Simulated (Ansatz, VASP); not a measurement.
Ge2Sb2Te5: VASP beside Ansatz

File INCAR:

```
ALGO     = Normal         # electronic algorithm
EDIFF    = 1E-6           # SCF threshold, eV
ENCUT    = 520            # plane-wave cutoff, eV
GGA      = PE             # functional
ISIF     = 2              # what is computed and relaxed
ISMEAR   = 0              # smearing method
LASPH    = T              # aspherical terms in the spheres
LCHARG   = T              # write CHGCAR
LELF     = T              # ELF
LREAL    = F              # projectors in reciprocal space
LVHAR    = T            
LWAVE    = F              # write WAVECAR
NBANDS   = 44             # bands
NELM     = 80             # most SCF steps
PREC     = Accurate       # precision mode
SIGMA    = 0.01           # smearing width, eV
```

The input KPOINTS:

```
k-points
0
Gamma
  2 2 2
```

File POSCAR:

```
Ge2Sb2Te5
1.0
    6.8391360000     -3.0660060000      0.0000000000
    6.8391360000      3.0660060000      0.0000000000
   -6.8309770000      0.0000000000      6.8476090000
Ge Sb Te
2 2 5
Direct
    0.4973430000      0.4973430000      0.0110440000
    0.2842870000      0.2842870000      0.1878300000
    0.1118700000      0.1118700000      0.4173520000
    0.9017080000      0.9017080000      0.5878730000
    0.3999590000      0.3999590000      0.5971180000
    0.2065190000      0.2065190000      0.8098030000
    0.0083240000      0.0083240000      0.0064350000
    0.7952880000      0.7952880000      0.1961120000
    0.5947020000      0.5947020000      0.3864330000
```

Input for Ansatz:

```yaml
crystal:
  lattice:
    - [6.839136, -3.066006, 0.0]
    - [6.839136, 3.066006, 0.0]
    - [-6.830977, 0.0, 6.847609]
  atoms:
    - { symbol: Ge, position: [0.497343, 0.497343, 0.011044] }
    - { symbol: Ge, position: [0.284287, 0.284287, 0.18783] }
    - { symbol: Sb, position: [0.11187, 0.11187, 0.417352] }
    - { symbol: Sb, position: [0.901708, 0.901708, 0.587873] }
    - { symbol: Te, position: [0.399959, 0.399959, 0.597118] }
    - { symbol: Te, position: [0.206519, 0.206519, 0.809803] }
    - { symbol: Te, position: [0.008324, 0.008324, 0.006435] }
    - { symbol: Te, position: [0.795288, 0.795288, 0.196112] }
    - { symbol: Te, position: [0.594702, 0.594702, 0.386433] }
basis:
  ecutwfc: 420
kpoints:
  mp_grid: { grid: [2, 2, 2] }
hamiltonian:
  xc: pbe
scf:
  occupations: { method: gaussian, width: 0.01 }
output:
  forces: true
  stress: true
  eigenvalues: true
```

Alike in both runs: task single point; functional PBE; k mesh 2 × 2 × 2; occupations gaussian, width 0.01 eV; no spin polarisation.

|  | VASP | Ansatz |
| --- | --- | --- |
| version | VASP 6.6.1 | Ansatz 0.2.0 |
| potentials or method | VASP PAW PBE potentials, release 64 (Ge_d, Sb, Te), cutoff 520 eV | scalar-relativistic, plane waves, PAW |
| valence electrons in the cell | 68 | 138 |

|  | VASP | Ansatz | Ansatz less VASP |
| --- | --- | --- | --- |
| gap on the k mesh at the Fermi level (eV) | 0.08 | 0.08 | +0.003 |
| least direct gap on the mesh (eV) | 0.08 | 0.08 | +0.003 |
| pressure (GPa) | 0.7 | 0.7 | +0.01 |
| traceless stress, the component that is largest in VASP (GPa) | 3.95 | 3.96 | +0.010 |
| rms of the force components (eV/Å) | 0.142 | 0.143 | +0.0014 |

Atom by atom the forces differ by 0.005 eV/Å (rms over components). The functional is the same, so the differences come from potentials, cutoffs and numerics. VASP's potentials hold 68 valence electrons a cell and Ansatz's 138, so a difference there can come from the potentials and not from the codes.

The k mesh is coarse, so the values compare programs but aren't converged. Spin-orbit coupling is off throughout.
